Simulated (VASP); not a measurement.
PbS: single point with revPBE

Crystal: PbS.

```
CELL_PARAMETERS angstrom
3.65366 0.00000 0.00000
0.00000 3.65366 0.00000
0.00000 0.00000 3.65366
ATOMIC_POSITIONS crystal
Pb 0.00000 0.00000 0.00000
S 0.50000 0.50000 0.50000
```

* Program: VASP 6.6.1
* Task: single point
* Functional: revPBE
* Potentials or basis: VASP PAW PBE potentials, release 64 (Pb_d, S)
* Cutoff: 500 eV
* k mesh: 4 × 4 × 4
* Occupations: methfessel-paxton, width 0.031 eV
* Spin: no spin polarisation
* Dipole correction: no
* Further INCAR settings: ALGO = Normal; EDIFF = 1e-06; NBANDS = 17

| Property | Result |
| --- | --- |
| Pressure | 0.6 GPa |
| Band gap on the k mesh | zero (band 10 reaches 6.08 eV, above the bottom of band 11 at 5.77 eV) |

Levels at points of the mesh, in eV from the Fermi level:
```tsv
k point	band 8	band 9	band 10	band 11	band 12	band 13
(0.00, 0.00, 0.00)	-1.44	-1.44	-1.44	5.66	5.66	6.69
(0.50, 0.00, 0.00)	-0.33	-0.33	0.03	0.51	4.10	4.10
(0.50, 0.50, 0.00)	-4.26	-4.26	-0.13	4.37	4.37	6.09
(0.50, 0.50, 0.50)	-2.22	-2.22	-2.22	-0.29	-0.29	-0.29
```

Run time: 5.6 s on 1 thread of AMD EPYC 9R45 96-Core Processor (Zen 5), with other jobs on the host, peak memory 0.12 GiB.

Caveat: the k points lie up to 0.43 Å⁻¹ apart; the PAW data sets were made with another functional, which shifts forces and pressure a little; spin-orbit coupling is left out, which moves the levels of the heavy elements.
